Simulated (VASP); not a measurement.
A run of VASP 6.6.1 is set up as follows.

Contents of INCAR:

```
ALGO = Normal ; EDIFF = 1E-6
ENCUT = 500 ; GGA = PS
GGA_COMPAT = F ; ISIF = 2
ISMEAR = 0 ; LASPH = T
LCHARG = F ; LREAL = F
LWAVE = F ; NBANDS = 21
NELM = 120 ; PREC = Accurate
SIGMA = 0.01
```

File KPOINTS:

```
k-points
0
Gamma
  12 12 12
```

The input POSCAR:

```
Ge
1.0
    0.0146479380      2.8515961068      2.8273576319
    2.8515961068      0.0146479380      2.8273576319
    2.8662440447      2.8662440447     -0.0000000001
Ge
2
Direct
    0.0007099460      0.0007099460     -0.0007099460
    0.2492900540      0.2492900540      0.2507099460
```

Potentials or basis: VASP PAW PBE potentials, release 64 (Ge_d).

The run is started by

```console
$ cat potpaw_PBE.64/Ge_d/POTCAR > POTCAR
$ mpirun -np 1 vasp_std > vasp.out
```

**Question.** Estimate the pressure.

**Answer.** -0.9 GPa.

**Question.** Estimate the band gap on the k mesh.

**Answer.** Zero (filled and empty bands touch).

Stress tensor (GPa, compression positive):
```
-1.06 -0.58  0.00
-0.58 -1.06  0.00
 0.00  0.00 -0.49
```

Caveat: semilocal functionals underestimate gaps, and a narrow one can read as zero; the PAW data sets were made with another functional, which shifts forces and pressure a little.
